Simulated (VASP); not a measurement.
# InAg2F5 (P6/mmm) in VASP: single point with PBE

Aim: the single point of InAg2F5 with PBE.

Program: VASP 6.6.1. These are calculated values, not measurements. Logs are shortened: lines on timing, memory, paths and dates and some standing lists are left out, and cuts for length are marked.

## (1) The cell of the first run

The structure is hexagonal, space group P6/mmm (No. 191). Conventional cell: a = 4.575 Å, b = 4.575 Å, c = 6.496 Å, α = 90.00°, β = 90.00°, γ = 120.00°. In (site symmetry 6/mmm) has 14 F at 2.90 to 3.25 Å within 3.8 Å. Within 2.7 Å of Ag (site symmetry -6m2) lie 5 F at 2.04 to 2.64 Å and 3 Ag at 2.64 Å. Within 2.7 Å of F (site symmetry 3m) lie 1 Ag at 2.04 Å and 4 F at 2.41 to 2.64 Å. F (site symmetry 6/mmm) has 6 Ag at 2.64 Å and 2 In at 3.25 Å and 12 F at 3.34 Å within 3.5 Å.

The cell was generated, and may not be a known phase.

## (2) Single point, PBE

Contents of INCAR:

```
SYSTEM = InAg2F5
PREC = Accurate
ENCUT = 700
EDIFF = 1E-6
ISMEAR = 0
SIGMA = 0.1
LREAL = .False.
LASPH = .True.
NELM = 120
ALGO = Normal
ISIF = 2
LWAVE = .False.
LCHARG = .True.
GGA = PE
LELF = .True.
LVHAR = .True.
NBANDS = 53
GGA_COMPAT = .False.
```

Contents of KPOINTS:

```
Automatic mesh
0
Gamma
  6 6 4
  0 0 0
```

Contents of POSCAR:

```
InAg2F5
1.0
    4.5753812051      0.0000000000      0.0000000000
   -2.2876906025      3.9623963556      0.0000000000
    0.0000000000      0.0000000000      6.4964989496
In Ag F
1 2 5
Direct
    0.0000000000      0.0000000000      0.5000000000
    0.3333333333      0.6666666667      0.0000000000
    0.6666666667      0.3333333333      0.0000000000
    0.3333333333      0.6666666667      0.6857710567
    0.6666666667      0.3333333333      0.6857710567
    0.6666666667      0.3333333333      0.3142289433
    0.3333333333      0.6666666667      0.3142289433
    0.0000000000      0.0000000000      0.0000000000
```

Potentials or basis: VASP PAW PBE potentials, release 64 (In_d, Ag_sv_GW, F).

Run with:

```sh
cat potpaw_PBE.64/In_d/POTCAR potpaw_PBE.64/Ag_sv_GW/POTCAR potpaw_PBE.64/F/POTCAR > POTCAR
mpirun -np 1 vasp_std > vasp.out
```

OUTCAR:

```text
SYSTEM = InAg2F5
   PREC = Accurate
   ENCUT = 700
   EDIFF = 1E-6
   ISMEAR = 0
   LREAL = .False.
   LASPH = .True.
   NELM = 120
   ISIF = 2
   GGA = PE

 ion  position               nearest neighbor table
   1  0.000  0.000  0.500-   4 2.90   5 2.90   6 2.90   7 2.90   4 2.90   7 2.90   5 2.90   6 2.90
                             5 2.90   6 2.90   4 2.90   7 2.90
   2  0.333  0.667  0.000-   4 2.04   7 2.04   3 2.64   3 2.64   3 2.64
   3  0.667  0.333  0.000-   5 2.04   6 2.04   2 2.64   2 2.64   2 2.64
   4  0.333  0.667  0.686-   2 2.04   1 2.90   1 2.90   1 2.90
   5  0.667  0.333  0.686-   3 2.04   1 2.90   1 2.90   1 2.90
   6  0.667  0.333  0.314-   3 2.04   1 2.90   1 2.90   1 2.90
   7  0.333  0.667  0.314-   2 2.04   1 2.90   1 2.90   1 2.90
   8  0.000  0.000  0.000-

  LATTYP: Found a hexagonal cell.
 ALAT       =     4.5753812051
 C/A-ratio  =     1.4198814609

  Lattice vectors:

 A1 = (   4.5753812051,   0.0000000000,   0.0000000000)
 A2 = (  -2.2876906025,   3.9623963556,   0.0000000000)
 A3 = (   0.0000000000,   0.0000000000,   6.4964989496)

Analysis of symmetry for initial positions (statically):
=====================================================================
 Subroutine PRICEL returns:
 Original cell was already a primitive cell.

 Routine SETGRP: Setting up the symmetry group for a
 hexagonal supercell.

 Subroutine GETGRP returns: Found 24 space group operations
 (whereof 24 operations were pure point group operations)
 out of a pool of 24 trial point group operations.

The static configuration has the point symmetry D_6h.

Analysis of symmetry for dynamics (positions and initial velocities):
=====================================================================
 Subroutine PRICEL returns:
 Original cell was already a primitive cell.

 Routine SETGRP: Setting up the symmetry group for a
 hexagonal supercell.

 Subroutine GETGRP returns: Found 24 space group operations
 (whereof 24 operations were pure point group operations)
 out of a pool of 24 trial point group operations.

The dynamic configuration has the point symmetry D_6h.

 Subroutine INISYM returns: Found 24 space group operations
 (whereof 24 operations are pure point group operations),
 and found     1 'primitive' translations

----------------------------------------------------------------------------------------

                                     Primitive cell

  volume of cell :     117.7781

  direct lattice vectors                    reciprocal lattice vectors
     4.575381205  0.000000000  0.000000000     0.218561024  0.126186266  0.000000000
    -2.287690603  3.962396356  0.000000000     0.000000000  0.252372532  0.000000000
     0.000000000  0.000000000  6.496498950     0.000000000  0.000000000  0.153929064

  length of vectors
     4.575381205  4.575381205  6.496498950     0.252372532  0.252372532  0.153929064

  position of ions in fractional coordinates (direct lattice)
     0.000000000  0.000000000  0.500000000
     0.333333333  0.666666667  0.000000000
     0.666666667  0.333333333  0.000000000
     0.333333333  0.666666667  0.685771057
     0.666666667  0.333333333  0.685771057
     0.666666667  0.333333333  0.314228943
     0.333333333  0.666666667  0.314228943
     0.000000000  0.000000000  0.000000000

  ion indices of the primitive-cell ions
   primitive index   ion index
                 1           1
                 2           2
                 3           3
                 4           4
                 5           5
                 6           6
                 7           7
                 8           8

----------------------------------------------------------------------------------------

 KPOINTS: Automatic mesh

Automatic generation of k-mesh.
 Grid dimensions read from file:
 generate k-points for:    6    6    4

 Generating k-lattice:

  Cartesian coordinates                     Fractional coordinates (reciprocal lattice)
     0.036426837  0.021031044  0.000000000     0.166666667 -0.000000000  0.000000000
     0.000000000  0.042062089  0.000000000     0.000000000  0.166666667  0.000000000
     0.000000000  0.000000000  0.038482266     0.000000000  0.000000000  0.250000000

  Length of vectors
     0.042062089  0.042062089  0.038482266

  Shift w.r.t. Gamma in fractional coordinates (k-lattice)
     0.000000000  0.000000000  0.000000000

 Subroutine IBZKPT returns following result:
 ===========================================

 Found     21 irreducible k-points:

 Following reciprocal coordinates:
            Coordinates               Weight
  0.000000  0.000000  0.000000      1.000000
  0.166667  0.000000  0.000000      6.000000
  0.333333  0.000000  0.000000      6.000000
  0.500000 -0.000000  0.000000      3.000000
  0.166667  0.166667  0.000000      6.000000
  0.333333  0.166667  0.000000     12.000000
[... 13 lines left out ...]
  0.333333  0.166667  0.500000     12.000000
  0.333333  0.333333  0.500000      2.000000
   k-points           NKPTS =     21   k-points in BZ     NKDIM =     21   number of bands    NBANDS=     53
   number of dos      NEDOS =    301   number of ions     NIONS =      8
   total plane-waves  NPLWV =  89600
   dimension x,y,z NGX =    40 NGY =   40 NGZ =   56
   dimension x,y,z NGXF=    80 NGYF=   80 NGZF=  112
   ions per type =               1   2   5
   NGX,Y,Z   is equivalent  to a cutoff of  14.53, 14.53, 14.33 a.u.
   NGXF,Y,Z  is equivalent  to a cutoff of  29.07, 29.07, 28.66 a.u.
 SYSTEM =  InAg2F5
   PREC   = accura    normal or accurate (medium, high low for compatibility)
   ISTART =      0    job   : 0-new  1-cont  2-samecut
   ICHARG =      2    charge: 1-file 2-atom 10-const
   ISPIN  =      1    spin polarized calculation?
   LNONCOLLINEAR =      F non collinear calculations
   LSORBIT =      F    spin-orbit coupling
   LASPH  =      T    aspherical Exc in radial PAW
   ENCUT  =  700.0 eV  51.45 Ry    7.17 a.u.   9.87  9.87 14.01*2*pi/ulx,y,z
   NELM   =    120;   NELMIN=  2; NELMDL= -5     # of ELM steps
   EDIFF  = 0.1E-05   stopping-criterion for ELM
   LREAL  =      F    real-space projection
   EDIFFG = 0.1E-04   stopping-criterion for IOM
   NSW    =      0    number of steps for IOM
   IBRION =     -1    ionic relax: 0-MD 1-quasi-New 2-CG
   NFREE  =      0    steps in history (QN), initial steepest desc. (CG)
   ISIF   =      2    stress and relaxation
   ISYM   =      2    0-nonsym 1-usesym 2-fastsym
   POTIM  = 0.5000    time-step for ionic-motion
   TEBEG  =    0.0;   TEEND  =   0.0 temperature during run
   PSTRESS=    0.0 pullay stress
   NELECT =      86.0000    total number of electrons
   NUPDOWN=      -1.0000    fix difference up-down
   EMIN   =  10.00;   EMAX   =-10.00  energy-range for DOS
   EFERMI =   0.00;   METHOD = LEGACY
   ISMEAR =     0;   SIGMA  =   0.10  broadening in eV -4-tet -1-fermi 0-gaus
   EFERMI_NEDOS =   21; number of points for ismear=-14 and -15
   IALGO  =     38    algorithm
   IMIX   =      4    mixing-type and parameters
     AMIX     =   0.40;   BMIX     =  1.00
     AMIX_MAG =   1.60;   BMIX_MAG =  1.00
  volume/ion in A,a.u.               =      14.72        99.35
  Fermi-wavevector in a.u.,A,eV,Ry     =   1.474188  2.785811 29.568582  2.173229
  Thomas-Fermi vector in A             =   2.588990
   LORBIT       =      0    0 simple, 1 ext, 2 COOP (PROOUT), +10 PAW based schemes
   GGA     = PE    functional components
   LHFCALC =     F    Hartree Fock is set to
   AEXX    =    0.0000 exact exchange contribution
   IVDW    =     0    specifies the selected vdW correction
   LEPSILON=     F    determine dielectric tensor
   LRPA    =     F    only Hartree local field effects (RPA)
 non-spin polarized calculation
 Gauss-broadening in eV      SIGMA  =   0.10
  energy-cutoff  :      700.00
  volume of cell :      117.78
 maximum number of plane-waves:      4988
 NGX is ok and might be reduce to    40
   NGX = 19   NGY = 19   NGZ = 29

 number of electron      86.0000010 magnetization

 Free energy of the ion-electron system (eV)
  ---------------------------------------------------
  ext. energy  EPLUGINS =         0.00000000
  ---------------------------------------------------
  free energy    TOTEN  =       -21.94786313 eV

  energy without entropy =      -21.91306322  energy(sigma->0) =      -21.93046318

 E-fermi :   2.1017     XC(G=0): -10.2813

 val. band max:        2.0973931416   @ k =   0.3333   0.1667   0.0000
 cond. band min:       2.1109431048   @ k =   0.3333   0.0000   0.2500
 fundamental gap:      0.0135499633
 Fermi energy:         2.1017316398

 k-point     1 :       0.0000    0.0000    0.0000
  band No.  band energies     occupation
      1     -88.7567      2.00000
      2     -88.7261      2.00000
      3     -52.3480      2.00000
      4     -52.3165      2.00000
      5     -52.2459      2.00000
      6     -52.2459      2.00000
[... 45 lines left out ...]
     52      14.5837      0.00000
     53      14.8419      0.00000

 k-point     2 :       0.1667    0.0000    0.0000
  band No.  band energies     occupation
      1     -88.7549      2.00000
      2     -88.7279      2.00000
      3     -52.3462      2.00000
      4     -52.3183      2.00000
      5     -52.2487      2.00000
      6     -52.2379      2.00000
[... 45 lines left out ...]
     52      14.0709      0.00000
     53      15.2851      0.00000

 k-point     3 :       0.3333    0.0000    0.0000
  band No.  band energies     occupation
      1     -88.7502      2.00000
      2     -88.7326      2.00000
      3     -52.3414      2.00000
      4     -52.3232      2.00000
      5     -52.2539      2.00000
      6     -52.2179      2.00000
[... 45 lines left out ...]
     52      13.2021      0.00000
     53      15.4734      0.00000
[... 897 lines left out ...]
 k-point    20 :       0.3333    0.1667    0.5000
  band No.  band energies     occupation
      1     -88.7465      2.00000
      2     -88.7363      2.00000
      3     -52.3375      2.00000
      4     -52.3270      2.00000
      5     -52.2586      2.00000
      6     -52.1983      2.00000
[... 45 lines left out ...]
     52      14.2740      0.00000
     53      14.6134      0.00000

 k-point    21 :       0.3333    0.3333    0.5000
  band No.  band energies     occupation
      1     -88.7414      2.00000
      2     -88.7414      2.00000
      3     -52.3323      2.00000
      4     -52.3323      2.00000
      5     -52.2618      2.00000
      6     -52.1671      2.00000
[... 45 lines left out ...]
     52      13.6652      0.00000
     53      14.3853      0.00000

------------------------ aborting loop because EDIFF is reached ----------------------------------------

  FORCE on cell =-STRESS in cart. coord.  units (eV):
  Direction    XX          YY          ZZ          XY          YZ          ZX
  --------------------------------------------------------------------------------------
  -------------------------------------------------------------------------------------
  Total       -0.2528289     -0.2528289     -0.2478628     -0.0000000     -0.0000000     -0.0000000
  in kB       -3.4393213     -3.4393213     -3.3717651     -0.0000000     -0.0000000     -0.0000000
  external PRESSURE =      -3.4168026 kB  Pullay stress =       0.0000000 kB

 VOLUME and BASIS-vectors are now :
 -----------------------------------------------------------------------------
  energy-cutoff  :      700.00
  volume of cell :      117.78
      direct lattice vectors                 reciprocal lattice vectors
     4.575381205  0.000000000  0.000000000     0.218561024  0.126186266  0.000000000
    -2.287690603  3.962396356  0.000000000     0.000000000  0.252372532  0.000000000
     0.000000000  0.000000000  6.496498950     0.000000000  0.000000000  0.153929064

 POSITION                                       TOTAL-FORCE (eV/Angst)
 -----------------------------------------------------------------------------------
      0.00000      0.00000      3.24825        -0.000000     -0.000000      0.000000
     -0.00000      2.64160      0.00000        -0.000000     -0.000000      0.000000
      2.28769      1.32080      0.00000         0.000000     -0.000000      0.000000
     -0.00000      2.64160      4.45511         0.000000      0.000000     -0.020388
      2.28769      1.32080      4.45511        -0.000000     -0.000000     -0.020388
      2.28769      1.32080      2.04139        -0.000000      0.000000      0.020388
     -0.00000      2.64160      2.04139         0.000000     -0.000000      0.020388
      0.00000      0.00000      0.00000        -0.000000     -0.000000      0.000000
 -----------------------------------------------------------------------------------
    total drift:                                0.000000     -0.000000      0.000000

  FREE ENERGIE OF THE ION-ELECTRON SYSTEM (eV)
  ---------------------------------------------------
  free  energy   TOTEN  =       -21.9478631297 eV

  energy  without entropy=      -21.9130632249  energy(sigma->0) =      -21.93046318
```

Wall time 3.7 min (1 thread of AMD EPYC 7R43 (Zen 3), shared host); peak memory 0.38 GiB.

Results:

| Item | Value |
| --- | --- |
| Free energy | -21.9479 eV |
| Pressure | -0.3 GPa |
| Largest force | 0.020 eV/Å |
| Band gap on the k mesh | zero (bands 43 and 44 overlap by 0.36 eV) |

Forces on the atoms (eV/Å):
```
In   0.000  0.000  0.000
Ag   0.000  0.000  0.000
Ag   0.000  0.000  0.000
F    0.000  0.000 -0.020
F    0.000  0.000 -0.020
F    0.000  0.000  0.020
F    0.000  0.000  0.020
F    0.000  0.000  0.000
```

Levels at points of the mesh, in eV from the Fermi level:
```
           k point  band 40  band 41  band 42  band 43  band 44  band 45  band 46  band 47
(0.00, 0.00, 0.00)    -1.13    -1.13    -1.12    -1.12    -0.07     3.29     4.70     6.89
(0.50, 0.00, 0.00)    -1.27    -1.00    -0.90    -0.52     0.06     4.02     4.30     5.84
(0.00, 0.00, 0.50)    -1.42    -1.13    -1.13    -0.83     0.53     2.91     5.58     6.85
(0.50, 0.00, 0.50)    -1.50    -1.15    -0.34    -0.06     0.27     4.18     4.88     5.40
```

Caveat: semilocal functionals underestimate gaps, and a narrow one can read as zero; spin-orbit coupling is left out, which moves the levels of the heavy elements.
